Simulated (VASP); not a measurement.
Ir: single point with PBE

The system is Ir.

```
CELL_PARAMETERS angstrom
0.00000 1.91578 1.91578
1.91578 0.00000 1.91578
1.91578 1.91578 0.00000
ATOMIC_POSITIONS crystal
Ir 0.00000 0.00000 0.00000
```

This cell differs from its parent crystal: volume scaled by 0.97.

```yaml
Program: VASP 6.6.1
Task: single point
Functional: PBE
Potentials_or_basis: VASP PAW PBE potentials, release 64 (Ir)
Cutoff: 500 eV
k_mesh: 18 × 18 × 18
Occupations: gaussian, width 0.1 eV
Spin: no spin polarisation
```

```yaml
Pressure: 12.0 GPa
```

Levels at points of the mesh, in eV from the Fermi level:
```
           k point  band 2  band 3  band 4  band 5  band 6  band 7
(0.00, 0.00, 0.00)   -3.96   -3.96   -3.96   -1.24   -1.24   14.28
(0.50, 0.00, 0.00)   -4.06   -4.06   -0.81    0.87    0.87    7.29
(0.50, 0.50, 0.00)   -7.44    0.84    1.46    1.46    1.66   10.56
```

It took 12 s on 1 thread of Intel(R) Xeon(R) Platinum 8488C (Sapphire Rapids), on a shared host, peak memory 0.15 GiB.

Caveat: spin-orbit coupling is left out, which moves the levels of the heavy elements.
